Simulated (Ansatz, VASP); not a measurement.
Ta in VASP and in Ansatz

The input INCAR:

```
PREC     = Accurate       # precision mode
ENCUT    = 600            # plane-wave cutoff, eV
EDIFF    = 1E-6           # SCF threshold, eV
ISMEAR   = 0              # smearing method
SIGMA    = 0.1            # smearing width, eV
LREAL    = False          # projectors in reciprocal space
LASPH    = True           # aspherical terms in the spheres
NELM     = 80             # most SCF steps
ALGO     = Fast           # electronic algorithm
ISIF     = 3              # what is computed and relaxed
LWAVE    = False          # write WAVECAR
LCHARG   = False          # write CHGCAR
GGA      = PE             # functional
IBRION   = 2              # ionic algorithm
NSW      = 100            # ionic steps
EDIFFG   = -0.01          # ionic threshold
```

KPOINTS

```
Automatic mesh
0
Gamma
  24 24 24
```

POSCAR

```
Ta
1.0
   -1.6594271101      1.6594271101      1.6594271101
    1.6594271101     -1.6594271101      1.6594271101
    1.6594271101      1.6594271101     -1.6594271101
Ta
1
Direct
    0.0000000000      0.0000000000      0.0000000000
```

Input for Ansatz:

```yaml
crystal:
  lattice:
    - [-1.6594271101, 1.6594271101, 1.6594271101]
    - [1.6594271101, -1.6594271101, 1.6594271101]
    - [1.6594271101, 1.6594271101, -1.6594271101]
  atoms:
    - { symbol: Ta, position: [0.0, 0.0, 0.0] }
basis:
  ecutwfc: 420
kpoints:
  mp_grid: { grid: [24, 24, 24] }
hamiltonian:
  xc: pbe
scf:
  occupations: { method: gaussian, width: 0.1 }
output:
  forces: true
  stress: true
  eigenvalues: true
relax:
  adjacent_minimum: "off"
  f_tol: 0.01
  max_steps: 80
  cell: { stress_tol: 0.05 }
```

Alike in both runs: task relaxation of cell and atoms; functional PBE; k mesh 24 × 24 × 24; occupations gaussian, width 0.1 eV; no spin polarisation.

|  | VASP | Ansatz |
| --- | --- | --- |
| version | VASP 6.6.1 | Ansatz 0.2.0 |
| potentials or method | VASP PAW PBE potentials, release 64 (Ta_pv), cutoff 600 eV | scalar-relativistic, plane waves, PAW |
| valence electrons in the cell | 11 | 13 |

VASP gave:

| Item | Value |
| --- | --- |
| gap on the k mesh at the Fermi level, each at its own relaxed structure (eV) | none |
| relaxed volume (Å³/atom) | 18.29 |
| relaxed cell length with the largest relative difference (Å) | 2.875 |

Question: Which values does Ansatz return?

Answer: gap on the k mesh at the Fermi level, each at its own relaxed structure (eV): none; relaxed volume (Å³/atom): 18.28; relaxed cell length with the largest relative difference (Å): 2.874.

A gap of «none» marks a metal or a gap that the smearing closes. VASP's potentials hold 11 valence electrons a cell and Ansatz's 13, so a difference there can come from the potentials and not from the codes.

Spin-orbit coupling is off throughout.
